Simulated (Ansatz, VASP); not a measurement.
# LiF in VASP and in Ansatz

INCAR

```
SYSTEM = LiF
PREC     = Accurate       ! precision mode
ENCUT    = 520            ! plane-wave cutoff, eV
EDIFF    = 1E-6           ! SCF threshold, eV
ISMEAR   = -1             ! smearing method
SIGMA    = 0.02           ! smearing width, eV
LREAL    = .FALSE.        ! projectors in reciprocal space
LASPH    = .TRUE.         ! aspherical terms in the spheres
NELM     = 80             ! most SCF steps
ALGO     = Normal         ! electronic algorithm
ISIF     = 2              ! what is computed and relaxed
LWAVE    = .FALSE.        ! write WAVECAR
LCHARG   = .FALSE.        ! write CHGCAR
GGA      = PE             ! functional
NBANDS   = 12             ! bands
```

File KPOINTS:

```
Automatic mesh
0
G
  10 10 10
  0 0 0
```

Contents of POSCAR:

```
LiF
1.0
    0.0000000000      2.1100823200      2.1446105498
    2.1100823200      0.0000000000      2.1446105498
    2.1100823200      2.1100823200      0.0000000000
Li F
1 1
Direct
    0.0000000000      0.0000000000      0.0000000000
    0.2500000000      0.2500000000      0.2500000000
```

Input for Ansatz:

```yaml
crystal:
  lattice:
    - [0.0, 2.11008232, 2.1446105498]
    - [2.11008232, 0.0, 2.1446105498]
    - [2.11008232, 2.11008232, 0.0]
  atoms:
    - { symbol: Li, position: [0.0, 0.0, 0.0] }
    - { symbol: F, position: [0.25, 0.25, 0.25] }
kpoints:
  mp_grid: { grid: [10, 10, 10] }
  band_path:
    path:
      - [0.0, 0.0, 0.0]
      - [-0.5, -0.5, 0.0]
      - [-0.375, -0.375, 0.25]
      - [-0.375, 0.0, 0.375]
      - [0.0, 0.0, 0.5]
      - [-0.5, -0.25, 0.25]
    npoints: 1
hamiltonian:
  xc: pbe
scf:
  occupations: { method: fermi_dirac, width: 0.02 }
  n_extra_bands: 4
output:
  forces: true
  stress: true
  eigenvalues: true
  write_density: true
  write_potential: true
  elf: true
  volumetric_format: npy
```

Change from the starting cell: biaxial_xy strain -1.6%.

Alike in both runs: task single point; functional PBE; k mesh 10 × 10 × 10; occupations fermi-dirac, width 0.02 eV; no spin polarisation.

|  | VASP | Ansatz |
| --- | --- | --- |
| version | VASP 6.6.1 | Ansatz 0.2.0 |
| potentials or method | VASP PAW PBE potentials, release 64 (Li_sv, F) | plane waves, PAW |
| plane-wave cutoff (eV) | 520 | 420 |
| valence electrons in the cell | 10 | 10 |

VASP gave:

* gap on the k mesh at the Fermi level (eV): 8.09

Q: Estimate Ansatz's values.

A: gap on the k mesh at the Fermi level (eV): 8.10.

The functional is the same, so the differences come from potentials, cutoffs and numerics.

Noted on VASP's run: the cutoff is short for stress, so the pressure is rough.
